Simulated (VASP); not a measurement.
Wanted: the native input for a VASP 6.6.1 run.

- Task: single point
- Functional: LDA
- Potentials or basis: VASP PAW LDA potentials, release 64 (S, Mg)
- Cutoff: 520 eV
- k mesh: 9 × 9 × 9
- Occupations: fermi-dirac, width 0.05 eV
- Spin: no spin polarisation
- Dipole correction: no
- Further INCAR settings: ALGO = Normal; EDIFF = 1e-06; NBANDS = 11

The structure of MgS (Niningerite) lies in POSCAR:

```
MgS
1.0
    0.0000000000      2.6188799723      2.6188799723
    2.6188799723      0.0000000000      2.6188799723
    2.6188799723      2.6188799723      0.0000000000
S Mg
1 1
Direct
    0.5000000000      0.5000000000      0.5000000000
    0.0000000000      0.0000000000      0.0000000000
```

This cell differs from its parent crystal: volume scaled by 1.02.

One way to write it, as run:

INCAR

```
ALGO = Normal
EDIFF = 1E-6
ENCUT = 520
ISIF = 2
ISMEAR = -1
LASPH = True
LCHARG = False
LREAL = False
LWAVE = False
NBANDS = 11
NELM = 100
PREC = Accurate
SIGMA = 0.05
```

KPOINTS

```
k-points
0
Gamma
  9 9 9
```

Potentials or basis: VASP PAW LDA potentials, release 64 (S, Mg).

The run is started by

```console
$ cat potpaw_LDA.64/S/POTCAR potpaw_LDA.64/Mg/POTCAR > POTCAR
$ mpirun -np 1 vasp_std > vasp.out
```

It gave:

* Pressure: -5.2 GPa
* Band gap on the k mesh: 2.65 eV, indirect (least direct gap 3.34 eV)

Run time: 5.5 s on 1 thread of Intel Xeon 6975P-C, on a shared host, peak memory 0.14 GiB.
